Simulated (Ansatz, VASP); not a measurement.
# Co: VASP beside Ansatz

File INCAR:

```
ALGO     = Fast           # electronic algorithm
EDIFF    = 1E-6           # SCF threshold, eV
ENCUT    = 520            # plane-wave cutoff, eV
GGA      = PS             # functional
ISIF     = 2              # what is computed and relaxed
ISMEAR   = 0              # smearing method
ISPIN    = 2              # spin polarisation
LASPH    = T              # aspherical terms in the spheres
LCHARG   = F              # write CHGCAR
LMAXMIX  = 4              # l up to which the mixer works
LORBIT   = 11             # projections on sites
LREAL    = F              # projectors in reciprocal space
LWAVE    = F              # write WAVECAR
MAGMOM   = 1.91 1.91      # initial moments
NBANDS   = 20             # bands
NELM     = 150            # most SCF steps
PREC     = Accurate       # precision mode
SIGMA    = 0.15           # smearing width, eV
```

KPOINTS

```
k-points
0
Gamma
  24 24 12
```

Contents of POSCAR:

```
Co
1.0
    2.4873648738      0.0000000000      0.0000000000
   -1.2436824369      2.1541211692      0.0000000000
    0.0000000000      0.0000000000      3.9413908183
Co
2
Direct
    0.6666666667      0.3333333333      0.2598610000
    0.3333333333      0.6666666667      0.7401390000
```

Input for Ansatz:

```yaml
crystal:
  lattice:
    - [2.4873648738, 0.0, 0.0]
    - [-1.2436824369, 2.1541211692, 0.0]
    - [0.0, 0.0, 3.9413908183]
  atoms:
    - { symbol: Co, position: [0.6666666667, 0.3333333333, 0.259861], spin: 1.91 }
    - { symbol: Co, position: [0.3333333333, 0.6666666667, 0.740139], spin: 1.91 }
basis:
  ecutwfc: 420
kpoints:
  mp_grid: { grid: [24, 24, 12] }
hamiltonian:
  xc: pbesol
scf:
  occupations: { method: gaussian, width: 0.15 }
output:
  forces: true
  stress: true
  eigenvalues: true
  populations: true
  write_density: true
  write_potential: true
  elf: true
  volumetric_format: npy
magnetization:
  spin_polarized: true
```

Change from the starting cell: strain +0.000 along x and y, -0.030 along z, atoms carried along.

Alike in both runs: task single point; functional PBEsol; k mesh 24 × 24 × 12; occupations gaussian, width 0.15 eV; collinear spin.

```csv
,VASP,Ansatz
version,VASP 6.6.1,Ansatz 0.2.0
potentials or method,"VASP PAW PBE potentials, release 64 (Co), cutoff 520 eV","scalar-relativistic, plane waves, PAW"
valence electrons in the cell,18,34
```

```tsv
	VASP	Ansatz	Ansatz less VASP
gap on the k mesh at the Fermi level (eV)	none	none	-
pressure (GPa)	-3.8	-3.0	+0.75
traceless stress, the component that is largest in VASP (GPa)	4.69	4.93	+0.234
rms of the force components (eV/Å)	0.364	0.373	+0.0092
net moment per atom (μB)	1.58	1.59	+0.005
size of the moment on the site where the two differ most (μB)	1.59	1.66	+0.064
```

VASP's potentials were made for PBE, not for PBEsol. Site moments also hang on the region over which each program counts them. Atom by atom the forces differ by 0.009 eV/Å (rms over components). A gap of «none» marks a metal or a gap that the smearing closes. VASP's potentials hold 18 valence electrons a cell and Ansatz's 34, so a difference there can come from the potentials and not from the codes.
